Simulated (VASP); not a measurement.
Wanted: the native input for a VASP 6.6.1 run.

| Quantity | Value |
| --- | --- |
| Task | single point |
| Functional | PBE |
| Potentials or basis | VASP PAW PBE potentials, release 64 (Ag) |
| Cutoff | 500 eV |
| k mesh | 20 × 20 × 20 |
| Occupations | fermi-dirac, width 0.1 eV |
| Spin | no spin polarisation |
| Dipole correction | no |
| Further INCAR settings | ALGO = Normal; EDIFF = 1e-06; NBANDS = 12 |

The structure of Ag lies in POSCAR:

```
Ag
1.0
    0.0000000000      1.9946650475      1.9946650475
    1.9946650475      0.0000000000      1.9946650475
    1.9946650475      1.9946650475      0.0000000000
Ag
1
Direct
    0.0000000000      0.0000000000      0.0000000000
```

These files were run (other wordings do the same):

INCAR

```
SYSTEM = Ag
PREC = Accurate
ENCUT = 500
EDIFF = 1E-6
ISMEAR = -1
SIGMA = 0.1
LREAL = .FALSE.
LASPH = .TRUE.
NELM = 120
ALGO = Normal
ISIF = 2
LWAVE = .FALSE.
LCHARG = .FALSE.
GGA = PE
NBANDS = 12
GGA_COMPAT = .FALSE.
```

KPOINTS

```
Automatic mesh
0
G
  20 20 20
  0 0 0
```

Potentials or basis: VASP PAW PBE potentials, release 64 (Ag).

Run with:

```sh
$ cat potpaw_PBE.64/Ag/POTCAR > POTCAR
$ mpirun -np 1 vasp_std > vasp.out
```

It gave:

| Item | Value |
| --- | --- |
| Pressure | 14.7 GPa |
| Band gap on the k mesh | zero (an odd number of electrons rules out a gap without spin polarisation) |

Caveat: the cell stands under pressure.

It took 26 s on 1 thread of Intel(R) Xeon(R) 6975P-C (Granite Rapids), on a shared host, peak memory 0.17 GiB.
